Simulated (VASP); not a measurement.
Input of a VASP 6.6.1 run:

INCAR

```
SYSTEM = KBr
PREC     = Accurate       ! precision mode
ENCUT    = 600            ! plane-wave cutoff, eV
EDIFF    = 1E-6           ! SCF threshold, eV
ISMEAR   = -1             ! smearing method
SIGMA    = 0.02           ! smearing width, eV
LREAL    = .False.        ! projectors in reciprocal space
LASPH    = .True.         ! aspherical terms in the spheres
NELM     = 60             ! most SCF steps
ALGO     = Normal         ! electronic algorithm
ISIF     = 3              ! what is computed and relaxed
LWAVE    = .False.        ! write WAVECAR
LCHARG   = .False.        ! write CHGCAR
GGA      = PS             ! functional
IBRION   = 2              ! ionic algorithm
NSW      = 80             ! ionic steps
EDIFFG   = -0.005         ! ionic threshold
```

KPOINTS

```
regular mesh
0
Gamma
  6 6 6
  0 0 0
```

Contents of POSCAR:

```
KBr
1.0
    4.0391634345      0.0000000000      0.0000000000
    0.0000000000      4.0391634345      0.0000000000
    0.0000000000      0.0000000000      4.0391634345
K Br
1 1
Direct
    0.0000000000      0.0000000000      0.0000000000
    0.5000000000      0.5000000000      0.5000000000
```

Potentials or basis: VASP PAW PBE potentials, release 64 (K_sv, Br).

Launch:

```bash
$ cat potpaw_PBE.64/K_sv/POTCAR potpaw_PBE.64/Br/POTCAR > POTCAR
$ mpirun -np 1 vasp_std > vasp.out
```

**Question.** What does it give for the relaxed volume?

**Answer.** 30.53 Å³/atom.

**Question.** What does it give for the space group after relaxing (to 0.05 Å)?

**Answer.** Pm-3m (No. 221).

**Question.** Predict the relaxed cell.

**Answer.** a = 3.938 Å, b = 3.938 Å, c = 3.938 Å, α = 90.00°, β = 90.00°, γ = 90.00°.

**Question.** Estimate the band gap on the k mesh.

**Answer.** 3.95 eV, indirect (least direct gap 4.24 eV).

Final structure:
```
K Br
1.0
     3.93786    0.00000    0.00000
     0.00000    3.93786    0.00000
     0.00000    0.00000    3.93786
K Br
1 1
Direct
  0.00000 0.00000 0.00000
  0.50000 0.50000 0.50000
```

Caveat: the PAW data sets were made with another functional, which shifts forces and pressure a little. PBEsol gaps usually lie below the measured ones, often by a third to a half.
